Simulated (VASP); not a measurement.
Here is a VASP 6.6.1 calculation.

Contents of POSCAR:

```
C
1.0
    0.0000000000      1.7469644787      1.7469644787
    1.7469644787      0.0000000000      1.7469644787
    1.7469644787      1.7469644787      0.0000000000
C
2
Direct
    0.7500000000      0.7500000000      0.7500000000
    0.5000000000      0.5000000000      0.5000000000
```

File INCAR.step1:

```
SYSTEM = C
ALGO = Normal
EDIFF = 1E-4
ENCUT = 520
GGA = PE
ISMEAR = -1
LASPH = .True.
LCHARG = .False.
LREAL = .False.
LWAVE = .True.
NBANDS = 11
NELM = 80
PREC = Accurate
SIGMA = 0.05
```

INCAR.step2

```
SYSTEM = C
ALGO = Normal
EDIFF = 1E-6
ENCUT = 520
ISIF = 2
ISMEAR = -1
ISTART = 1
IVDW = 13
LASPH = .True.
LCHARG = .False.
LMIXTAU = .True.
LREAL = .False.
LWAVE = .False.
METAGGA = R2SCAN
NBANDS = 11
NELM = 80
PREC = Accurate
SIGMA = 0.05
VDW_A1 = 0.51559235
VDW_A2 = 5.77342911
VDW_S6 = 1.0
VDW_S8 = 0.6018749
```

The input KPOINTS:

```
k-points
0
Gamma
  13 13 13
  0 0 0
```

Potentials or basis: VASP PAW PBE potentials, release 64 (C).

Launch:

```console
$ cat potpaw_PBE.64/C/POTCAR > POTCAR
$ cp INCAR.step1 INCAR
$ mpirun -np 1 vasp_std > vasp.out
$ cp INCAR.step2 INCAR
$ mpirun -np 1 vasp_std > vasp.out
```

Question: Predict the pressure.

Answer: 27.2 GPa.

Question: Estimate the band gap on the k mesh.

Answer: 4.48 eV, indirect (least direct gap 6.01 eV).

Question: What does it give for the dispersion energy per atom?

Answer: -0.093 eV.

Caveat: the PAW data sets were made with another functional, which shifts forces and pressure a little. A k mesh can miss the band edges.
